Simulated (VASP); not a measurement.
# Zn (Fm-3m) in VASP: notebook, part 2 of 2

VASP 6.6.1. The steps go on from the part before.

## Step 5: Single point, PBE

This run uses another cell than the first one, of 14.19 Å³/atom.

Input file INCAR:

```
SYSTEM = Zn
  ALGO = Normal
  EDIFF = 1E-6
  ENCUT = 500
  GGA = PE
  GGA_COMPAT = .FALSE.
  ISIF = 2
  ISMEAR = -1
  LASPH = .TRUE.
  LCHARG = .FALSE.
  LREAL = .FALSE.
  LWAVE = .FALSE.
  NBANDS = 12
  NELM = 120
  PREC = Accurate
  SIGMA = 0.05
```

Input file KPOINTS:

```
k-points
0
G
  10 10 10
  0 0 0
```

Input file POSCAR:

```
Zn
1.0
    0.0000000000      1.9214730668      1.9214730668
    1.9214730668      0.0000000000      1.9214730668
    1.9214730668      1.9214730668      0.0000000000
Zn
1
Direct
    0.0000000000      0.0000000000      0.0000000000
```

Potentials or basis: VASP PAW PBE potentials, release 64 (Zn).

Started as:

```bash
> cat potpaw_PBE.64/Zn/POTCAR > POTCAR
> mpirun -np 1 vasp_std > vasp.out
```

OUTCAR:

```text
SYSTEM = Zn
   EDIFF = 1E-6
   ENCUT = 500
   GGA = PE
   ISIF = 2
   ISMEAR = -1
   LASPH = .TRUE.
   LREAL = .FALSE.
   NELM = 120
   PREC = Accurate

 ion  position               nearest neighbor table
   1  0.000  0.000  0.000-

  LATTYP: Found a face centered cubic cell.
 ALAT       =     3.8429461336

  Lattice vectors:

 A1 = (   0.0000000000,   1.9214730668,   1.9214730668)
 A2 = (   1.9214730668,   0.0000000000,   1.9214730668)
 A3 = (   1.9214730668,   1.9214730668,   0.0000000000)

Analysis of symmetry for initial positions (statically):
=====================================================================
 Subroutine PRICEL returns:
 Original cell was already a primitive cell.

 Routine SETGRP: Setting up the symmetry group for a
 face centered cubic supercell.

 Subroutine GETGRP returns: Found 48 space group operations
 (whereof 48 operations were pure point group operations)
 out of a pool of 48 trial point group operations.

The static configuration has the point symmetry O_h .

Analysis of symmetry for dynamics (positions and initial velocities):
=====================================================================
 Subroutine PRICEL returns:
 Original cell was already a primitive cell.

 Routine SETGRP: Setting up the symmetry group for a
 face centered cubic supercell.

 Subroutine GETGRP returns: Found 48 space group operations
 (whereof 48 operations were pure point group operations)
 out of a pool of 48 trial point group operations.

The dynamic configuration has the point symmetry O_h .

 Subroutine INISYM returns: Found 48 space group operations
 (whereof 48 operations are pure point group operations),
 and found     1 'primitive' translations

----------------------------------------------------------------------------------------

                                     Primitive cell

  volume of cell :      14.1884

  direct lattice vectors                    reciprocal lattice vectors
     0.000000000  1.921473067  1.921473067    -0.260217022  0.260217022  0.260217022
     1.921473067  0.000000000  1.921473067     0.260217022 -0.260217022  0.260217022
     1.921473067  1.921473067  0.000000000     0.260217022  0.260217022 -0.260217022

  length of vectors
     2.717373271  2.717373271  2.717373271     0.450709104  0.450709104  0.450709104

  position of ions in fractional coordinates (direct lattice)
     0.000000000  0.000000000  0.000000000

  ion indices of the primitive-cell ions
   primitive index   ion index
                 1           1

----------------------------------------------------------------------------------------

 KPOINTS: k-points

Automatic generation of k-mesh.
 Grid dimensions read from file:
 generate k-points for:   10   10   10

 Generating k-lattice:

  Cartesian coordinates                     Fractional coordinates (reciprocal lattice)
    -0.026021702  0.026021702  0.026021702     0.100000000  0.000000000  0.000000000
     0.026021702 -0.026021702  0.026021702     0.000000000  0.100000000  0.000000000
     0.026021702  0.026021702 -0.026021702     0.000000000  0.000000000  0.100000000

  Length of vectors
     0.045070910  0.045070910  0.045070910

  Shift w.r.t. Gamma in fractional coordinates (k-lattice)
     0.000000000  0.000000000  0.000000000

 Subroutine IBZKPT returns following result:
 ===========================================

 Found     47 irreducible k-points:

 Following reciprocal coordinates:
            Coordinates               Weight
  0.000000  0.000000  0.000000      1.000000
  0.100000  0.000000  0.000000      8.000000
  0.200000  0.000000  0.000000      8.000000
  0.300000  0.000000  0.000000      8.000000
  0.400000  0.000000  0.000000      8.000000
  0.500000  0.000000  0.000000      4.000000
[... 16 lines left out ...]
  0.300000  0.300000  0.000000      6.000000
  0.400000  0.300000  0.000000     24.000000
 [... further k-points ...]
   k-points           NKPTS =     47   k-points in BZ     NKDIM =     47   number of bands    NBANDS=     12
   number of dos      NEDOS =    301   number of ions     NIONS =      1
   total plane-waves  NPLWV =   8000
   dimension x,y,z NGX =    20 NGY =   20 NGZ =   20
   dimension x,y,z NGXF=    40 NGYF=   40 NGZF=   40
   ions per type =               1
   NGX,Y,Z   is equivalent  to a cutoff of  12.24, 12.24, 12.24 a.u.
   NGXF,Y,Z  is equivalent  to a cutoff of  24.47, 24.47, 24.47 a.u.
 SYSTEM =  Zn
   PREC   = accura    normal or accurate (medium, high low for compatibility)
   ISTART =      0    job   : 0-new  1-cont  2-samecut
   ICHARG =      2    charge: 1-file 2-atom 10-const
   ISPIN  =      1    spin polarized calculation?
   LNONCOLLINEAR =      F non collinear calculations
   LSORBIT =      F    spin-orbit coupling
   LASPH  =      T    aspherical Exc in radial PAW
   ENCUT  =  500.0 eV  36.75 Ry    6.06 a.u.   4.95  4.95  4.95*2*pi/ulx,y,z
   NELM   =    120;   NELMIN=  2; NELMDL= -5     # of ELM steps
   EDIFF  = 0.1E-05   stopping-criterion for ELM
   LREAL  =      F    real-space projection
   EDIFFG = 0.1E-04   stopping-criterion for IOM
   NSW    =      0    number of steps for IOM
   IBRION =     -1    ionic relax: 0-MD 1-quasi-New 2-CG
   NFREE  =      0    steps in history (QN), initial steepest desc. (CG)
   ISIF   =      2    stress and relaxation
   ISYM   =      2    0-nonsym 1-usesym 2-fastsym
   POTIM  = 0.5000    time-step for ionic-motion
   TEBEG  =    0.0;   TEEND  =   0.0 temperature during run
   PSTRESS=    0.0 pullay stress
   NELECT =      12.0000    total number of electrons
   NUPDOWN=      -1.0000    fix difference up-down
   EMIN   =  10.00;   EMAX   =-10.00  energy-range for DOS
   EFERMI =   0.00;   METHOD = LEGACY
   ISMEAR =    -1;   SIGMA  =   0.05  broadening in eV -4-tet -1-fermi 0-gaus
   EFERMI_NEDOS =   21; number of points for ismear=-14 and -15
   IALGO  =     38    algorithm
   IMIX   =      4    mixing-type and parameters
     AMIX     =   0.40;   BMIX     =  1.00
     AMIX_MAG =   1.60;   BMIX_MAG =  1.00
  volume/ion in A,a.u.               =      14.19        95.75
  Fermi-wavevector in a.u.,A,eV,Ry     =   1.548190  2.925655 32.611703  2.396893
  Thomas-Fermi vector in A             =   2.653176
   LORBIT       =      0    0 simple, 1 ext, 2 COOP (PROOUT), +10 PAW based schemes
   GGA     = PE    functional components
   LHFCALC =     F    Hartree Fock is set to
   AEXX    =    0.0000 exact exchange contribution
   IVDW    =     0    specifies the selected vdW correction
   LEPSILON=     F    determine dielectric tensor
   LRPA    =     F    only Hartree local field effects (RPA)
 non-spin polarized calculation
  energy-cutoff  :      500.00
  volume of cell :       14.19
 maximum number of plane-waves:       370
   NGX =  9   NGY =  9   NGZ =  9

 number of electron      12.0000009 magnetization

 Free energy of the ion-electron system (eV)
  ---------------------------------------------------
  ext. energy  EPLUGINS =         0.00000000
  ---------------------------------------------------
  free energy    TOTEN  =        -1.07079363 eV

  energy without entropy =       -1.06720709  energy(sigma->0) =       -1.06900036

 E-fermi :   3.7284     XC(G=0): -11.9329

 val. band max:        3.7044569402   @ k =  -0.4000   0.2000   0.0000
 cond. band min:       3.9754529560   @ k =  -0.3000   0.4000   0.1000
 fundamental gap:      0.2709960158
 Fermi energy:         3.7284010334

 k-point     1 :       0.0000    0.0000    0.0000
  band No.  band energies     occupation
      1      -7.3280      2.00000
      2      -4.2370      2.00000
      3      -4.2370      2.00000
      4      -4.2370      2.00000
      5      -3.8066      2.00000
      6      -3.8066      2.00000
      7      22.7955      0.00000
      8      22.7955      0.00000
      9      22.7955      0.00000
     10      22.9740      0.00000
     11      25.4820      0.00000
     12      25.4820      0.00000
[... 331 lines left out ...]
 k-point    24 :       0.4000    0.3000    0.0000
  band No.  band energies     occupation
      1      -4.8547      2.00000
      2      -4.7438      2.00000
      3      -3.7428      2.00000
      4      -3.7065      2.00000
      5      -3.5057      2.00000
      6      -1.3358      2.00000
      7      11.0849      0.00000
      8      11.6487      0.00000
      9      13.8041      0.00000
     10      17.4369      0.00000
     11      20.2807      0.00000
     12      35.2982      0.00000

 [... further k-points ...]

------------------------ aborting loop because EDIFF is reached ----------------------------------------

  FORCE on cell =-STRESS in cart. coord.  units (eV):
  Direction    XX          YY          ZZ          XY          YZ          ZX
  --------------------------------------------------------------------------------------
  -------------------------------------------------------------------------------------
  Total        0.4862594      0.4862594      0.4862594     -0.0000000     -0.0000000      0.0000000
  in kB       54.9092744     54.9092744     54.9092744     -0.0000000     -0.0000000      0.0000000
  external PRESSURE =      54.9092744 kB  Pullay stress =       0.0000000 kB

 VOLUME and BASIS-vectors are now :
 -----------------------------------------------------------------------------
  energy-cutoff  :      500.00
  volume of cell :       14.19
      direct lattice vectors                 reciprocal lattice vectors
     0.000000000  1.921473067  1.921473067    -0.260217022  0.260217022  0.260217022
     1.921473067  0.000000000  1.921473067     0.260217022 -0.260217022  0.260217022
     1.921473067  1.921473067  0.000000000     0.260217022  0.260217022 -0.260217022

 POSITION                                       TOTAL-FORCE (eV/Angst)
 -----------------------------------------------------------------------------------
      0.00000      0.00000      0.00000         0.000000     -0.000000      0.000000
 -----------------------------------------------------------------------------------
    total drift:                                0.000000      0.000000      0.000000

  FREE ENERGIE OF THE ION-ELECTRON SYSTEM (eV)
  ---------------------------------------------------
  free  energy   TOTEN  =        -1.0707936303 eV

  energy  without entropy=       -1.0672070910  energy(sigma->0) =       -1.06900036
```

OSZICAR:

```text
N       E                     dE             d eps       ncg     rms          rms(c)
DAV:   1     0.409443909576E+02    0.40944E+02   -0.63940E+03  1156   0.158E+03
DAV:   2    -0.114082050217E+00   -0.41058E+02   -0.38602E+02  1168   0.209E+02
DAV:   3    -0.118723874439E+01   -0.10732E+01   -0.10717E+01  1316   0.341E+01
DAV:   4    -0.118928448277E+01   -0.20457E-02   -0.20457E-02  1264   0.145E+00
DAV:   5    -0.118928582689E+01   -0.13441E-05   -0.13441E-05  1324   0.364E-02    0.327E+00
DAV:   6    -0.107947325905E+01    0.10981E+00   -0.58928E-01  1348   0.156E+01    0.241E+00
DAV:   7    -0.107341776133E+01    0.60555E-02   -0.10941E-02  1256   0.206E+00    0.122E+00
DAV:   8    -0.107079008502E+01    0.26277E-02   -0.11667E-03  1312   0.505E-01    0.336E-02
DAV:   9    -0.107079414178E+01   -0.40568E-05   -0.10178E-04  1560   0.144E-01    0.246E-02
DAV:  10    -0.107079363034E+01    0.51145E-06   -0.72203E-06  1184   0.430E-02
   1 F= -.10707936E+01 E0= -.10690004E+01  d E =-.358654E-02
```

stdout:

```text
POSCAR found type information on POSCAR Zn
 POSCAR found :  1 types and       1 ions
 scaLAPACK will be used
 LDA part: xc-table for (Slater+PW92), standard interpolation
 POSCAR, INCAR and KPOINTS ok, starting setup
 FFT: planning ... GRIDC
 FFT: planning ... GRID_SOFT
 FFT: planning ... GRID
 WAVECAR not read
 entering main loop
```

Wall time 3.2 s (1 thread of Intel Xeon 6975P-C (Granite Rapids), shared host); peak memory 0.12 GiB.

Results:

```yaml
Free_energy: -1.0708 eV
Pressure: 5.5 GPa
Band_gap_on_the_k_mesh: zero (bands 6 and 7 overlap by 2.43 eV)
```

Caveat: the cell stands under pressure.

## Step 6: Single point, PBE

This run uses another cell than the first one, of 13.54 Å³/atom.

Input file INCAR:

```
SYSTEM = Zn
PREC = Accurate
ENCUT = 500
EDIFF = 1E-6
ISMEAR = -1
SIGMA = 0.05
LREAL = .FALSE.
LASPH = .TRUE.
NELM = 120
ALGO = Normal
ISIF = 2
LWAVE = .FALSE.
LCHARG = .TRUE.
GGA = PE
LELF = .TRUE.
LVHAR = .TRUE.
NBANDS = 12
GGA_COMPAT = .FALSE.
```

Input file KPOINTS:

```
Automatic mesh
0
G
  10 10 10
  0 0 0
```

Input file POSCAR:

```
Zn
1.0
    0.0000000000      1.8916648662      1.8916648662
    1.8916648662      0.0000000000      1.8916648662
    1.8916648662      1.8916648662      0.0000000000
Zn
1
Direct
    0.0000000000      0.0000000000      0.0000000000
```

Potentials or basis: VASP PAW PBE potentials, release 64 (Zn).

Started as:

```bash
> cat potpaw_PBE.64/Zn/POTCAR > POTCAR
> mpirun -np 1 vasp_std > vasp.out
```

Wall time 4.9 s (1 thread of Intel Xeon 6975P-C (Granite Rapids), shared host); peak memory 0.12 GiB.

Results (log left out):

* Free energy: -1.0390 eV
* Pressure: 10.6 GPa
* Band gap on the k mesh: zero (bands 6 and 7 overlap by 2.33 eV)

Levels at points of the mesh, in eV from the Fermi level:
| k point | band 4 | band 5 | band 6 | band 7 | band 8 | band 9 |
| --- | --- | --- | --- | --- | --- | --- |
| (0.00, 0.00, 0.00) | -8.13 | -7.66 | -7.66 | 19.59 | 19.74 | 19.74 |
| (0.50, 0.00, 0.00) | -7.31 | -7.31 | -3.58 | -1.35 | 16.47 | 16.47 |
| (0.50, 0.50, 0.00) | -7.22 | -7.22 | -1.47 | 2.00 | 8.85 | 8.85 |

Caveat: the cell stands under pressure.

## Step 7: The runs side by side

```csv
task,cell,gap on the mesh (eV),pressure (GPa)
relaxation of cell and atoms,"relaxed to 10 GPa from a = 2.786 Å, angles 60.0°, 1 atom",none,10.0
relaxation of cell and atoms,"relaxed to 20 GPa from a = 2.786 Å, angles 60.0°, 1 atom",none,20.0
single point,"a = 2.614 Å, angles 60.0°, 1 atom",none,20.6
single point,"a = 2.717 Å, angles 60.0°, 1 atom",none,5.5
single point,"a = 2.675 Å, angles 60.0°, 1 atom",none,10.6
```

Alike in all rows: level PBE; potentials or basis VASP PAW PBE potentials, release 64 (Zn); no spin polarisation; k mesh 10 × 10 × 10; cutoff (eV) 500; smearing fermi-dirac 0.05 eV.

Caveats: the cell stands under pressure (at least some runs); the cell is relaxed towards a set pressure, so the run minimises the enthalpy, not the energy (at least some runs); the volume moved by over 15 % at a fixed basis, so the end points are rough (at least some runs).

Total energies depend on the potentials used, so only differences within one code and one set of settings carry meaning.
